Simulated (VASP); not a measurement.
# SnO in VASP: further runs

Runs on SnO. Level: PBE. Tasks: single point.

Program: VASP 6.6.1. These are calculated values, not measurements. Logs are shortened: lines on timing, memory, paths and dates and some standing lists are left out, and cuts for length are marked.

**1. The cell of the first run**

The typed cell holds 4 atoms: a = 3.814 Å, b = 3.814 Å, c = 4.887 Å, α = 90.00°, β = 90.00°, γ = 90.00°.

**2. Single point, PBE**

INCAR

```
PREC     = Accurate       # precision mode
ENCUT    = 520            # plane-wave cutoff, eV
EDIFF    = 1E-6           # SCF threshold, eV
ISMEAR   = 0              # smearing method
SIGMA    = 0.02           # smearing width, eV
LREAL    = F              # projectors in reciprocal space
LASPH    = T              # aspherical terms in the spheres
NELM     = 60             # most SCF steps
ALGO     = Normal         # electronic algorithm
ISIF     = 2              # what is computed and relaxed
LWAVE    = F              # write WAVECAR
LCHARG   = T              # write CHGCAR
GGA      = PE             # functional
LELF     = T              # ELF
LVHAR    = T            
NBANDS   = 28             # bands
```

KPOINTS

```
regular mesh
0
Gamma
  7 7 5
```

POSCAR

```
SnO
1.0
    3.8136952200      0.0000000000      0.0000000000
    0.0000000000      3.8136952200      0.0000000000
    0.0000000000      0.0000000000      4.8869133000
Sn O
2 2
Direct
    0.5000000000      0.0000000000      0.7646261400
    0.0000000000      0.5000000000      0.2374201414
    0.0000000000      0.0000000000      0.0000000000
    0.5000000000      0.5000000000      0.0000000000
```

Potentials or basis: VASP PAW PBE potentials, release 64 (Sn_d, O).

Started as:

```
cat potpaw_PBE.64/Sn_d/POTCAR potpaw_PBE.64/O/POTCAR > POTCAR
mpirun -np 1 vasp_std > vasp.out
```

OUTCAR:

```text
PREC = Accurate
   ENCUT = 520
   EDIFF = 1E-6
   ISMEAR = 0
   LREAL = F
   LASPH = T
   NELM = 60
   ISIF = 2
   GGA = PE

 ion  position               nearest neighbor table
   1  0.500  0.000  0.765-   3 2.23   4 2.23   4 2.23   3 2.23   2 3.55   2 3.55   2 3.55   2 3.55
                             2 3.73   2 3.73   2 3.73   2 3.73
   2  0.000  0.500  0.237-   3 2.23   4 2.23   3 2.23   4 2.23   1 3.55   1 3.55   1 3.55   1 3.55
                             1 3.73   1 3.73   1 3.73   1 3.73
   3  0.000  0.000  0.000-   1 2.23   1 2.23   2 2.23   2 2.23
   4  0.500  0.500  0.000-   1 2.23   1 2.23   2 2.23   2 2.23

  LATTYP: Found a simple tetragonal cell.
 ALAT       =     3.8136952200
 C/A-ratio  =     1.2814116016

  Lattice vectors:

 A1 = (   3.8136952200,   0.0000000000,   0.0000000000)
 A2 = (   0.0000000000,   3.8136952200,   0.0000000000)
 A3 = (   0.0000000000,   0.0000000000,   4.8869133000)

Analysis of symmetry for initial positions (statically):
=====================================================================
 Subroutine PRICEL returns:
 Original cell was already a primitive cell.

 Routine SETGRP: Setting up the symmetry group for a
 simple tetragonal supercell.

 Subroutine GETGRP returns: Found  8 space group operations
 (whereof  4 operations were pure point group operations)
 out of a pool of 16 trial point group operations.

The static configuration has the point symmetry C_2v.
 The point group associated with its full space group is C_4v.

Analysis of symmetry for dynamics (positions and initial velocities):
=====================================================================
 Subroutine PRICEL returns:
 Original cell was already a primitive cell.

 Routine SETGRP: Setting up the symmetry group for a
 simple tetragonal supercell.

 Subroutine GETGRP returns: Found  8 space group operations
 (whereof  4 operations were pure point group operations)
 out of a pool of 16 trial point group operations.

The dynamic configuration has the point symmetry C_2v.
 The point group associated with its full space group is C_4v.

 Subroutine INISYM returns: Found  8 space group operations
 (whereof  4 operations are pure point group operations),
 and found     1 'primitive' translations

----------------------------------------------------------------------------------------

                                     Primitive cell

  volume of cell :      71.0766

  direct lattice vectors                    reciprocal lattice vectors
     3.813695220  0.000000000  0.000000000     0.262212878  0.000000000  0.000000000
     0.000000000  3.813695220  0.000000000     0.000000000  0.262212878  0.000000000
     0.000000000  0.000000000  4.886913300     0.000000000  0.000000000  0.204628144

  length of vectors
     3.813695220  3.813695220  4.886913300     0.262212878  0.262212878  0.204628144

  position of ions in fractional coordinates (direct lattice)
     0.500000000  0.000000000  0.764626140
     0.000000000  0.500000000  0.237420141
     0.000000000  0.000000000  0.000000000
     0.500000000  0.500000000  0.000000000

  ion indices of the primitive-cell ions
   primitive index   ion index
                 1           1
                 2           2
                 3           3
                 4           4

----------------------------------------------------------------------------------------

 KPOINTS: regular mesh

Automatic generation of k-mesh.
 Grid dimensions read from file:
 generate k-points for:    7    7    5

 Generating k-lattice:

  Cartesian coordinates                     Fractional coordinates (reciprocal lattice)
     0.037458983  0.000000000  0.000000000     0.142857143  0.000000000  0.000000000
     0.000000000  0.037458983  0.000000000     0.000000000  0.142857143  0.000000000
     0.000000000  0.000000000  0.040925629     0.000000000  0.000000000  0.200000000

  Length of vectors
     0.037458983  0.037458983  0.040925629

  Shift w.r.t. Gamma in fractional coordinates (k-lattice)
     0.000000000  0.000000000  0.000000000

 Subroutine IBZKPT returns following result:
 ===========================================

 Found     30 irreducible k-points:

 Following reciprocal coordinates:
            Coordinates               Weight
  0.000000  0.000000  0.000000      1.000000
  0.142857  0.000000  0.000000      4.000000
  0.285714  0.000000  0.000000      4.000000
  0.428571  0.000000  0.000000      4.000000
  0.142857  0.142857  0.000000      4.000000
  0.285714  0.142857  0.000000      8.000000
[... 16 lines left out ...]
  0.285714  0.000000  0.400000      8.000000
  0.428571  0.000000  0.400000      8.000000
 [... further k-points ...]
   k-points           NKPTS =     30   k-points in BZ     NKDIM =     30   number of bands    NBANDS=     28
   number of dos      NEDOS =    301   number of ions     NIONS =      4
   total plane-waves  NPLWV =  28224
   dimension x,y,z NGX =    28 NGY =   28 NGZ =   36
   dimension x,y,z NGXF=    56 NGYF=   56 NGZF=   72
   ions per type =               2   2
   NGX,Y,Z   is equivalent  to a cutoff of  12.21, 12.21, 12.25 a.u.
   NGXF,Y,Z  is equivalent  to a cutoff of  24.41, 24.41, 24.49 a.u.
 SYSTEM =  unknown system
   PREC   = accura    normal or accurate (medium, high low for compatibility)
   ISTART =      0    job   : 0-new  1-cont  2-samecut
   ICHARG =      2    charge: 1-file 2-atom 10-const
   ISPIN  =      1    spin polarized calculation?
   LNONCOLLINEAR =      F non collinear calculations
   LSORBIT =      F    spin-orbit coupling
   LASPH  =      T    aspherical Exc in radial PAW
   ENCUT  =  520.0 eV  38.22 Ry    6.18 a.u.   7.09  7.09  9.09*2*pi/ulx,y,z
   NELM   =     60;   NELMIN=  2; NELMDL= -5     # of ELM steps
   EDIFF  = 0.1E-05   stopping-criterion for ELM
   LREAL  =      F    real-space projection
   EDIFFG = 0.1E-04   stopping-criterion for IOM
   NSW    =      0    number of steps for IOM
   IBRION =     -1    ionic relax: 0-MD 1-quasi-New 2-CG
   NFREE  =      0    steps in history (QN), initial steepest desc. (CG)
   ISIF   =      2    stress and relaxation
   ISYM   =      2    0-nonsym 1-usesym 2-fastsym
   POTIM  = 0.5000    time-step for ionic-motion
   TEBEG  =    0.0;   TEEND  =   0.0 temperature during run
   PSTRESS=    0.0 pullay stress
   NELECT =      40.0000    total number of electrons
   NUPDOWN=      -1.0000    fix difference up-down
   EMIN   =  10.00;   EMAX   =-10.00  energy-range for DOS
   EFERMI =   0.00;   METHOD = LEGACY
   ISMEAR =     0;   SIGMA  =   0.02  broadening in eV -4-tet -1-fermi 0-gaus
   EFERMI_NEDOS =   21; number of points for ismear=-14 and -15
   IALGO  =     38    algorithm
   IMIX   =      4    mixing-type and parameters
     AMIX     =   0.40;   BMIX     =  1.00
     AMIX_MAG =   1.60;   BMIX_MAG =  1.00
  volume/ion in A,a.u.               =      17.77       119.91
  Fermi-wavevector in a.u.,A,eV,Ry     =   1.351614  2.554180 24.855939  1.826860
  Thomas-Fermi vector in A             =   2.479021
   LORBIT       =      0    0 simple, 1 ext, 2 COOP (PROOUT), +10 PAW based schemes
   GGA     = PE    functional components
   LHFCALC =     F    Hartree Fock is set to
   AEXX    =    0.0000 exact exchange contribution
   IVDW    =     0    specifies the selected vdW correction
   LEPSILON=     F    determine dielectric tensor
   LRPA    =     F    only Hartree local field effects (RPA)
 non-spin polarized calculation
 Gauss-broadening in eV      SIGMA  =   0.02
  energy-cutoff  :      520.00
  volume of cell :       71.08
 maximum number of plane-waves:      1932
   NGX = 15   NGY = 15   NGZ = 19

 number of electron      39.9999978 magnetization

 Free energy of the ion-electron system (eV)
  ---------------------------------------------------
  ext. energy  EPLUGINS =         0.00000000
  ---------------------------------------------------
  free energy    TOTEN  =       -22.68910806 eV

  energy without entropy =      -22.68910806  energy(sigma->0) =      -22.68910806

 E-fermi :   7.1368     XC(G=0): -10.1754

 val. band max:        7.0102858636   @ k =   0.0000   0.0000   0.0000
 cond. band min:       7.3617078196   @ k =   0.4286   0.4286   0.0000
 fundamental gap:      0.3514219560
 Fermi energy:         7.1368245158

 k-point     1 :       0.0000    0.0000    0.0000
  band No.  band energies     occupation
      1     -14.9899      2.00000
      2     -14.5645      2.00000
      3     -14.5633      2.00000
      4     -14.5633      2.00000
      5     -14.5232      2.00000
      6     -14.5118      2.00000
[... 20 lines left out ...]
     27      13.7633      0.00000
     28      14.1980      0.00000

 k-point     2 :       0.1429    0.0000    0.0000
  band No.  band energies     occupation
      1     -14.9790      2.00000
      2     -14.5696      2.00000
      3     -14.5590      2.00000
      4     -14.5588      2.00000
      5     -14.5251      2.00000
      6     -14.5229      2.00000
[... 20 lines left out ...]
     27      14.0063      0.00000
     28      15.6627      0.00000

 k-point     3 :       0.2857    0.0000    0.0000
  band No.  band energies     occupation
      1     -14.9485      2.00000
      2     -14.6881      2.00000
      3     -14.5482      2.00000
      4     -14.5479      2.00000
      5     -14.5291      2.00000
      6     -14.5282      2.00000
[... 20 lines left out ...]
     27      14.3769      0.00000
     28      17.8756      0.00000

 k-point     4 :       0.4286    0.0000    0.0000
  band No.  band energies     occupation
      1     -14.8966      2.00000
      2     -14.8117      2.00000
      3     -14.5378      2.00000
      4     -14.5339      2.00000
      5     -14.5320      2.00000
      6     -14.5243      2.00000
[... 578 lines left out ...]
     27      14.9741      0.00000
     28      15.8975      0.00000

 k-point    23 :       0.2857    0.0000    0.4000
  band No.  band energies     occupation
      1     -14.9460      2.00000
      2     -14.7123      2.00000
      3     -14.5567      2.00000
      4     -14.5392      2.00000
      5     -14.5332      2.00000
      6     -14.5301      2.00000
[... 20 lines left out ...]
     27      15.3088      0.00000
     28      17.3469      0.00000

 k-point    24 :       0.4286    0.0000    0.4000
  band No.  band energies     occupation
      1     -14.9046      2.00000
      2     -14.8294      2.00000
      3     -14.5618      2.00000
      4     -14.5553      2.00000
      5     -14.5249      2.00000
      6     -14.5221      2.00000
[... 20 lines left out ...]
     27      15.7307      0.00000
     28      16.5227      0.00000

 [... further k-points ...]

------------------------ aborting loop because EDIFF is reached ----------------------------------------

  FORCE on cell =-STRESS in cart. coord.  units (eV):
  Direction    XX          YY          ZZ          XY          YZ          ZX
  --------------------------------------------------------------------------------------
  -------------------------------------------------------------------------------------
  Total        1.7183324      1.7183324      1.2443915      0.0000000      0.0000000      0.0000000
  in kB       38.7338943     38.7338943     28.0505266      0.0000000      0.0000000      0.0000000
  external PRESSURE =      35.1727718 kB  Pullay stress =       0.0000000 kB

 VOLUME and BASIS-vectors are now :
 -----------------------------------------------------------------------------
  energy-cutoff  :      520.00
  volume of cell :       71.08
      direct lattice vectors                 reciprocal lattice vectors
     3.813695220  0.000000000  0.000000000     0.262212878  0.000000000  0.000000000
     0.000000000  3.813695220  0.000000000     0.000000000  0.262212878  0.000000000
     0.000000000  0.000000000  4.886913300     0.000000000  0.000000000  0.204628144

 POSITION                                       TOTAL-FORCE (eV/Angst)
 -----------------------------------------------------------------------------------
      1.90685      0.00000      3.73666         0.000000      0.000000     -0.395026
      0.00000      1.90685      1.16025         0.000000      0.000000      0.322250
      0.00000      0.00000      0.00000         0.000000      0.000000      0.036388
      1.90685      1.90685      0.00000         0.000000      0.000000      0.036388
 -----------------------------------------------------------------------------------
    total drift:                                0.000000      0.000000      0.000286

  FREE ENERGIE OF THE ION-ELECTRON SYSTEM (eV)
  ---------------------------------------------------
  free  energy   TOTEN  =       -22.6891080638 eV

  energy  without entropy=      -22.6891080638  energy(sigma->0) =      -22.68910806
```

Run time: 55 s. Hardware: 1 thread of Intel Xeon Platinum 8259CL at 2.50GHz (Skylake/Cascade Lake), shared host; peak memory 0.2 GiB.

Results:

| Item | Value |
| --- | --- |
| Free energy | -22.6891 eV |
| Pressure | 3.5 GPa |
| Largest force | 0.395 eV/Å |
| Band gap on the k mesh | 0.35 eV, indirect (least direct gap 2.05 eV) |

Forces on the atoms (eV/Å):
```
Sn   0.000  0.000 -0.395
Sn   0.000  0.000  0.322
O    0.000  0.000  0.036
O    0.000  0.000  0.036
```

Stress tensor (GPa, compression positive):
```
3.87 0.00 0.00
0.00 3.87 0.00
0.00 0.00 2.81
```

Caveat: spin-orbit coupling is left out, which moves the levels of the heavy elements. A k mesh can miss the band edges.

(Part 1 of 2 ends here.)
